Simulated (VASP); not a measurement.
# Pb (Fm-3m) in VASP: further runs

Runs on Pb. Level: PBE. Tasks: single point, relaxation of cell and atoms.

Program: VASP 6.6.1. These are calculated values, not measurements. Logs are shortened: lines on timing, memory, paths and dates and some standing lists are left out, and cuts for length are marked.

## 1. The cell of the first run

It takes space group Fm-3m (No. 225, cubic). Conventional cell: a = 5.042 Å, b = 5.042 Å, c = 5.042 Å, α = 90.00°, β = 90.00°, γ = 90.00°. Pb (site symmetry m-3m) has 12 Pb at 3.57 Å within 4.7 Å.

## 2. Single point, PBE

Contents of INCAR:

```
  PREC = Accurate
  ENCUT = 520
  EDIFF = 1E-7
  ISMEAR = 0
  SIGMA = 0.1
  LREAL = F
  LASPH = T
  NELM = 60
  ALGO = Normal
  ISIF = 2
  LWAVE = F
  LCHARG = F
  GGA = PE
  NBANDS = 13
```

Contents of KPOINTS:

```
regular mesh
0
Gamma
  14 14 14
```

Contents of POSCAR:

```
Pb
1.0
    0.0000000000      2.5210006206      2.5210006206
    2.5210006206      0.0000000000      2.5210006206
    2.5210006206      2.5210006206      0.0000000000
Pb
1
Direct
    0.0000000000      0.0000000000      0.0000000000
```

Potentials or basis: VASP PAW PBE potentials, release 64 (Pb_d).

Command:

```
cat potpaw_PBE.64/Pb_d/POTCAR > POTCAR
mpirun -np 1 vasp_std > vasp.out
```

OUTCAR:

```text
PREC = Accurate
   ENCUT = 520
   EDIFF = 1E-7
   ISMEAR = 0
   LREAL = F
   LASPH = T
   NELM = 60
   ISIF = 2
   GGA = PE

 ion  position               nearest neighbor table
   1  0.000  0.000  0.000-

  LATTYP: Found a face centered cubic cell.
 ALAT       =     5.0420012412

  Lattice vectors:

 A1 = (   0.0000000000,   2.5210006206,   2.5210006206)
 A2 = (   2.5210006206,   0.0000000000,   2.5210006206)
 A3 = (   2.5210006206,   2.5210006206,   0.0000000000)

Analysis of symmetry for initial positions (statically):
=====================================================================
 Subroutine PRICEL returns:
 Original cell was already a primitive cell.

 Routine SETGRP: Setting up the symmetry group for a
 face centered cubic supercell.

 Subroutine GETGRP returns: Found 48 space group operations
 (whereof 48 operations were pure point group operations)
 out of a pool of 48 trial point group operations.

The static configuration has the point symmetry O_h .

Analysis of symmetry for dynamics (positions and initial velocities):
=====================================================================
 Subroutine PRICEL returns:
 Original cell was already a primitive cell.

 Routine SETGRP: Setting up the symmetry group for a
 face centered cubic supercell.

 Subroutine GETGRP returns: Found 48 space group operations
 (whereof 48 operations were pure point group operations)
 out of a pool of 48 trial point group operations.

The dynamic configuration has the point symmetry O_h .

 Subroutine INISYM returns: Found 48 space group operations
 (whereof 48 operations are pure point group operations),
 and found     1 'primitive' translations

----------------------------------------------------------------------------------------

                                     Primitive cell

  volume of cell :      32.0442

  direct lattice vectors                    reciprocal lattice vectors
     0.000000000  2.521000621  2.521000621    -0.198333946  0.198333946  0.198333946
     2.521000621  0.000000000  2.521000621     0.198333946 -0.198333946  0.198333946
     2.521000621  2.521000621  0.000000000     0.198333946  0.198333946 -0.198333946

  length of vectors
     3.565233268  3.565233268  3.565233268     0.343524471  0.343524471  0.343524471

  position of ions in fractional coordinates (direct lattice)
     0.000000000  0.000000000  0.000000000

  ion indices of the primitive-cell ions
   primitive index   ion index
                 1           1

----------------------------------------------------------------------------------------

 KPOINTS: regular mesh

Automatic generation of k-mesh.
 Grid dimensions read from file:
 generate k-points for:   14   14   14

 Generating k-lattice:

  Cartesian coordinates                     Fractional coordinates (reciprocal lattice)
    -0.014166710  0.014166710  0.014166710     0.071428571  0.000000000  0.000000000
     0.014166710 -0.014166710  0.014166710     0.000000000  0.071428571  0.000000000
     0.014166710  0.014166710 -0.014166710     0.000000000  0.000000000  0.071428571

  Length of vectors
     0.024537462  0.024537462  0.024537462

  Shift w.r.t. Gamma in fractional coordinates (k-lattice)
     0.000000000  0.000000000  0.000000000

 Subroutine IBZKPT returns following result:
 ===========================================

 Found    104 irreducible k-points:

 Following reciprocal coordinates:
            Coordinates               Weight
  0.000000  0.000000  0.000000      1.000000
  0.071429  0.000000  0.000000      8.000000
  0.142857  0.000000  0.000000      8.000000
  0.214286  0.000000  0.000000      8.000000
  0.285714  0.000000  0.000000      8.000000
  0.357143  0.000000  0.000000      8.000000
[... 16 lines left out ...]
  0.214286  0.142857  0.000000     24.000000
  0.285714  0.142857  0.000000     24.000000
 [... further k-points ...]
   k-points           NKPTS =    104   k-points in BZ     NKDIM =    104   number of bands    NBANDS=     13
   number of dos      NEDOS =    301   number of ions     NIONS =      1
   total plane-waves  NPLWV =  21952
   dimension x,y,z NGX =    28 NGY =   28 NGZ =   28
   dimension x,y,z NGXF=    56 NGYF=   56 NGZF=   56
   ions per type =               1
   NGX,Y,Z   is equivalent  to a cutoff of  13.06, 13.06, 13.06 a.u.
   NGXF,Y,Z  is equivalent  to a cutoff of  26.11, 26.11, 26.11 a.u.
 SYSTEM =  unknown system
   PREC   = accura    normal or accurate (medium, high low for compatibility)
   ISTART =      0    job   : 0-new  1-cont  2-samecut
   ICHARG =      2    charge: 1-file 2-atom 10-const
   ISPIN  =      1    spin polarized calculation?
   LNONCOLLINEAR =      F non collinear calculations
   LSORBIT =      F    spin-orbit coupling
   LASPH  =      T    aspherical Exc in radial PAW
   ENCUT  =  520.0 eV  38.22 Ry    6.18 a.u.   6.63  6.63  6.63*2*pi/ulx,y,z
   NELM   =     60;   NELMIN=  2; NELMDL= -5     # of ELM steps
   EDIFF  = 0.1E-06   stopping-criterion for ELM
   LREAL  =      F    real-space projection
   EDIFFG = 0.1E-05   stopping-criterion for IOM
   NSW    =      0    number of steps for IOM
   IBRION =     -1    ionic relax: 0-MD 1-quasi-New 2-CG
   NFREE  =      0    steps in history (QN), initial steepest desc. (CG)
   ISIF   =      2    stress and relaxation
   ISYM   =      2    0-nonsym 1-usesym 2-fastsym
   POTIM  = 0.5000    time-step for ionic-motion
   TEBEG  =    0.0;   TEEND  =   0.0 temperature during run
   PSTRESS=    0.0 pullay stress
   NELECT =      14.0000    total number of electrons
   NUPDOWN=      -1.0000    fix difference up-down
   EMIN   =  10.00;   EMAX   =-10.00  energy-range for DOS
   EFERMI =   0.00;   METHOD = LEGACY
   ISMEAR =     0;   SIGMA  =   0.10  broadening in eV -4-tet -1-fermi 0-gaus
   EFERMI_NEDOS =   21; number of points for ismear=-14 and -15
   IALGO  =     38    algorithm
   IMIX   =      4    mixing-type and parameters
     AMIX     =   0.40;   BMIX     =  1.00
     AMIX_MAG =   1.60;   BMIX_MAG =  1.00
  volume/ion in A,a.u.               =      32.04       216.24
  Fermi-wavevector in a.u.,A,eV,Ry     =   1.242228  2.347470 20.995555  1.543130
  Thomas-Fermi vector in A             =   2.376591
   LORBIT       =      0    0 simple, 1 ext, 2 COOP (PROOUT), +10 PAW based schemes
   GGA     = PE    functional components
   LHFCALC =     F    Hartree Fock is set to
   AEXX    =    0.0000 exact exchange contribution
   IVDW    =     0    specifies the selected vdW correction
   LEPSILON=     F    determine dielectric tensor
   LRPA    =     F    only Hartree local field effects (RPA)
 non-spin polarized calculation
 Gauss-broadening in eV      SIGMA  =   0.10
  energy-cutoff  :      520.00
  volume of cell :       32.04
 maximum number of plane-waves:       886
   NGX = 13   NGY = 13   NGZ = 13

 number of electron      14.0000003 magnetization

 Free energy of the ion-electron system (eV)
  ---------------------------------------------------
  ext. energy  EPLUGINS =         0.00000000
  ---------------------------------------------------
  free energy    TOTEN  =        -3.56888388 eV

  energy without entropy =       -3.56660358  energy(sigma->0) =       -3.56774373

 E-fermi :   6.6852     XC(G=0):  -9.9225

 val. band max:        6.6776665364   @ k =   0.3571   0.2857   0.0000
 cond. band min:       6.7338614985   @ k =  -0.2857   0.2857   0.0714
 fundamental gap:      0.0561949621
 Fermi energy:         6.6851738879

 k-point     1 :       0.0000    0.0000    0.0000
  band No.  band energies     occupation
      1     -10.3572      2.00000
      2     -10.3572      2.00000
      3     -10.3572      2.00000
      4     -10.2393      2.00000
      5     -10.2393      2.00000
      6      -4.7129      2.00000
      7      13.6676      0.00000
      8      13.6676      0.00000
      9      13.6676      0.00000
     10      16.4022      0.00000
     11      17.3204      0.00000
     12      18.7662      0.00000
     13      18.7662      0.00000

 k-point     2 :       0.0714    0.0000    0.0000
  band No.  band energies     occupation
      1     -10.3572      2.00000
      2     -10.3509      2.00000
      3     -10.3509      2.00000
      4     -10.2397      2.00000
      5     -10.2397      2.00000
      6      -4.6203      2.00000
      7      12.5330      0.00000
      8      13.5518      0.00000
      9      13.5518      0.00000
     10      16.1228      0.00000
     11      17.9026      0.00000
     12      18.9734      0.00000
     13      18.9734      0.00000

 k-point     3 :       0.1429    0.0000    0.0000
  band No.  band energies     occupation
      1     -10.3575      2.00000
      2     -10.3366      2.00000
      3     -10.3366      2.00000
      4     -10.2373      2.00000
      5     -10.2373      2.00000
      6      -4.3428      2.00000
      7      10.4756      0.00000
      8      13.2570      0.00000
      9      13.2570      0.00000
     10      15.7603      0.00000
     11      18.8655      0.00000
     12      19.4287      0.00000
     13      19.4360      0.00000

 k-point     4 :       0.2143    0.0000    0.0000
  band No.  band energies     occupation
      1     -10.3595      2.00000
      2     -10.3270      2.00000
      3     -10.3270      2.00000
      4     -10.2223      2.00000
      5     -10.2223      2.00000
      6      -3.8838      2.00000
      7       8.3597      0.00000
      8      12.8853      0.00000
      9      12.8853      0.00000
     10      15.5005      0.00000
     11      18.3919      0.00000
     12      19.0120      0.00000
     13      19.0120      0.00000

 k-point     5 :       0.2857    0.0000    0.0000
  band No.  band energies     occupation
      1     -10.3636      2.00000
      2     -10.3294      2.00000
      3     -10.3294      2.00000
      4     -10.1922      2.00000
      5     -10.1922      2.00000
      6      -3.2571      2.00000
      7       6.3830      1.99998
      8      12.5209      0.00000
      9      12.5209      0.00000
     10      15.3675      0.00000
     11      17.4985      0.00000
     12      18.3948      0.00000
     13      18.3948      0.00000

 k-point     6 :       0.3571    0.0000    0.0000
  band No.  band energies     occupation
      1     -10.3688      2.00000
      2     -10.3376      2.00000
      3     -10.3376      2.00000
      4     -10.1587      2.00000
      5     -10.1587      2.00000
      6      -2.5062      2.00000
      7       4.6457      2.00000
      8      12.2215      0.00000
      9      12.2215      0.00000
     10      15.3635      0.00000
     11      16.7664      0.00000
     12      17.9327      0.00000
     13      17.9327      0.00000

 k-point     7 :       0.4286    0.0000    0.0000
  band No.  band energies     occupation
      1     -10.3731      2.00000
      2     -10.3448      2.00000
      3     -10.3448      2.00000
      4     -10.1337      2.00000
      5     -10.1337      2.00000
      6      -1.7645      2.00000
      7       3.3052      2.00000
      8      12.0262      0.00000
      9      12.0262      0.00000
     10      15.4867      0.00000
     11      16.2028      0.00000
     12      17.6529      0.00000
     13      17.6529      0.00000
[... 193 lines left out ...]
 k-point    20 :      -0.1429    0.0714    0.0000
  band No.  band energies     occupation
      1     -10.3602      2.00000
      2     -10.3272      2.00000
      3     -10.3249      2.00000
      4     -10.2492      2.00000
      5     -10.2202      2.00000
      6      -4.1278      2.00000
      7       9.7299      0.00000
      8      11.8433      0.00000
      9      13.6217      0.00000
     10      16.1465      0.00000
     11      18.2968      0.00000
     12      18.6981      0.00000
     13      18.9192      0.00000

 k-point    21 :      -0.0714    0.0714    0.0000
  band No.  band energies     occupation
      1     -10.3596      2.00000
      2     -10.3432      2.00000
      3     -10.3372      2.00000
      4     -10.2464      2.00000
      5     -10.2329      2.00000
      6      -4.4660      2.00000
      7      11.5732      0.00000
      8      12.5593      0.00000
      9      13.7393      0.00000
     10      16.1294      0.00000
     11      18.1025      0.00000
     12      18.8850      0.00000
     13      19.3998      0.00000

 k-point    22 :       0.1429    0.1429    0.0000
  band No.  band energies     occupation
      1     -10.3830      2.00000
      2     -10.3102      2.00000
      3     -10.3102      2.00000
      4     -10.2670      2.00000
      5     -10.2197      2.00000
      6      -4.2196      2.00000
      7      11.2793      0.00000
      8      12.0857      0.00000
      9      12.0857      0.00000
     10      15.1345      0.00000
     11      16.9773      0.00000
     12      20.5864      0.00000
     13      20.9116      0.00000

 k-point    23 :       0.2143    0.1429    0.0000
  band No.  band energies     occupation
      1     -10.3906      2.00000
      2     -10.2967      2.00000
      3     -10.2906      2.00000
      4     -10.2706      2.00000
      5     -10.2061      2.00000
      6      -3.8825      2.00000
      7       9.6986      0.00000
      8      11.5655      0.00000
      9      11.8188      0.00000
     10      15.1361      0.00000
     11      16.1317      0.00000
     12      20.3147      0.00000
     13      21.3574      0.00000

 k-point    24 :       0.2857    0.1429    0.0000
  band No.  band energies     occupation
      1     -10.3903      2.00000
      2     -10.3075      2.00000
      3     -10.2840      2.00000
      4     -10.2476      2.00000
      5     -10.1801      2.00000
      6      -3.3698      2.00000
      7       7.7931      0.00000
      8      11.1747      0.00000
      9      11.3576      0.00000
     10      14.9657      0.00000
     11      16.4623      0.00000
     12      19.8666      0.00000
     13      20.7629      0.00000

 [... further k-points ...]
[... 5 lines left out ...]
  --------------------------------------------------------------------------------------
  -------------------------------------------------------------------------------------
  Total       -0.0168191     -0.0168191     -0.0168191      0.0000000     -0.0000000      0.0000000
  in kB       -0.8409394     -0.8409394     -0.8409394      0.0000000     -0.0000000      0.0000000
  external PRESSURE =      -0.8409394 kB  Pullay stress =       0.0000000 kB

 VOLUME and BASIS-vectors are now :
 -----------------------------------------------------------------------------
  energy-cutoff  :      520.00
  volume of cell :       32.04
      direct lattice vectors                 reciprocal lattice vectors
     0.000000000  2.521000621  2.521000621    -0.198333946  0.198333946  0.198333946
     2.521000621  0.000000000  2.521000621     0.198333946 -0.198333946  0.198333946
     2.521000621  2.521000621  0.000000000     0.198333946  0.198333946 -0.198333946

 POSITION                                       TOTAL-FORCE (eV/Angst)
 -----------------------------------------------------------------------------------
      0.00000      0.00000      0.00000        -0.000000      0.000000      0.000000
 -----------------------------------------------------------------------------------
    total drift:                               -0.000000     -0.000000     -0.000000

  FREE ENERGIE OF THE ION-ELECTRON SYSTEM (eV)
  ---------------------------------------------------
  free  energy   TOTEN  =        -3.5688838790 eV

  energy  without entropy=       -3.5666035812  energy(sigma->0) =       -3.56774373
```

It took 45 s on 1 thread of AMD EPYC 7R43 (Zen 3), shared host; peak memory 0.14 GiB.

What came out:

- Free energy: -3.5689 eV
- Pressure: -0.1 GPa
- Band gap on the k mesh: zero (band 7 reaches 13.67 eV, above the bottom of band 8 at 5.23 eV)

Caveat: spin-orbit coupling is left out, which moves the levels of the heavy elements.

## 3. Relaxation of cell and atoms, PBE

This run uses another cell than the first one, of 30.32 Å³/atom, 0.946 times its volume.

Contents of INCAR:

```
PREC = Accurate
ENCUT = 600
EDIFF = 1E-6
ISMEAR = 0
SIGMA = 0.1
LREAL = False
LASPH = True
NELM = 80
ALGO = Normal
ISIF = 3
LWAVE = False
LCHARG = False
GGA = PE
IBRION = 2
NSW = 100
EDIFFG = -0.005
```

KPOINTS is that of step 2.

Contents of POSCAR:

```
Pb
1.0
    0.0000000000      2.4749988096      2.4749988096
    2.4749988096      0.0000000000      2.4749988096
    2.4749988096      2.4749988096      0.0000000000
Pb
1
Direct
    0.0000000000      0.0000000000      0.0000000000
```

Potentials or basis: VASP PAW PBE potentials, release 64 (Pb_d).

Command:

```
cat potpaw_PBE.64/Pb_d/POTCAR > POTCAR
mpirun -np 1 vasp_std > vasp.out
```

It took 1.7 min on 1 thread of AMD EPYC 7R43 (Zen 3), shared host; peak memory 0.16 GiB.

The run converged. Its results:

| Property | Result |
| --- | --- |
| Free energy | -3.5686 eV |
| Relaxed volume | 32.00 Å³/atom |
| Relaxed cell | a = 3.564 Å, b = 3.564 Å, c = 3.564 Å, α = 60.00°, β = 60.00°, γ = 60.00° |
| Space group after relaxing (to 0.05 Å) | Fm-3m (No. 225) |
| Energy gained by relaxing | 12.2 meV/atom |
| Ionic steps | 3 |
| Pressure after relaxing | 0.0 GPa |
| Band gap on the k mesh | zero (band 7 reaches 13.69 eV, above the bottom of band 8 at 5.25 eV) |

Step by step:
| step | energy change (eV) | largest force (eV/Å) | pressure (GPa) | volume (Å³) |
| --- | --- | --- | --- | --- |
| 1 | 0.0000 | 0.0000 | 2.44 | 30.32 |
| 2 | -0.0116 | 0.0000 | -0.47 | 32.39 |
| 3 | -0.0122 | 0.0000 | 0.01 | 32.00 |

Final structure:
```cif
data_structure
_symmetry_space_group_name_H-M 'P 1'
_symmetry_Int_Tables_number 1
_cell_length_a 3.5636
_cell_length_b 3.5636
_cell_length_c 3.5636
_cell_angle_alpha 60.000
_cell_angle_beta 60.000
_cell_angle_gamma 60.000
_cell_volume 32.00
loop_
_atom_site_label
_atom_site_type_symbol
_atom_site_fract_x
_atom_site_fract_y
_atom_site_fract_z
_atom_site_occupancy
Pb1 Pb 0.00000 0.00000 0.00000 1
```

Levels at points of the mesh, in eV from the Fermi level:
```tsv
k point	band 3	band 4	band 5	band 6	band 7	band 8	band 9	band 10	band 11
(0.00, 0.00, 0.00)	-17.04	-16.93	-16.93	-11.41	6.99	6.99	6.99	9.72	10.65
(0.50, 0.00, 0.00)	-17.03	-16.81	-16.81	-8.09	-3.95	5.28	5.28	8.99	9.19
(0.50, 0.50, 0.00)	-16.82	-16.78	-16.78	-6.80	-3.07	1.98	1.98	5.22	6.48
```

Caveat: spin-orbit coupling is left out, which moves the levels of the heavy elements.
